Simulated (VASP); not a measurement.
Crystal: GaN.

```
Ga N
1.0
     0.00000    2.25350    2.25350
     2.25350    0.00000    2.25350
     2.25350    2.25350    0.00000
Ga N
1 1
Direct
  0.00000 0.00000 0.00000
  0.75000 0.75000 0.75000
```

- Program: VASP 6.6.1
- Task: relaxation of cell and atoms
- Functional: RPBE
- Potentials or basis: VASP PAW PBE potentials, release 64 (Ga_d, N)
- Cutoff: 600 eV
- k mesh: 8 × 8 × 8
- Occupations: gaussian, width 0.01 eV
- Spin: no spin polarisation

At the start: pressure 8.8 GPa; volume 11.44 Å³/atom.

How do energy, volume and symmetry change on relaxing?

Over 3 steps the energy falls by 15.4 meV/atom and the volume is 12.03 Å³/atom (+5.1 %); space group F-43m (No. 216, to 0.05 Å).

Step by step:
| step | energy change (eV) | largest force (eV/Å) | pressure (GPa) | volume (Å³) |
| --- | --- | --- | --- | --- |
| 1 | 0.0000 | 0.0000 | 8.85 | 22.89 |
| 2 | -0.0123 | 0.0000 | -5.69 | 25.05 |
| 3 | -0.0309 | 0.0000 | -0.01 | 24.06 |

Final structure:
```
Ga N
1.0
     0.00000    2.29135    2.29135
     2.29135    0.00000    2.29135
     2.29135    2.29135    0.00000
Ga N
1 1
Cartesian
  0.0000 0.0000 0.0000
  3.4370 3.4370 3.4370
```

Caveat: the PAW data sets were made with another functional, which shifts forces and pressure a little.
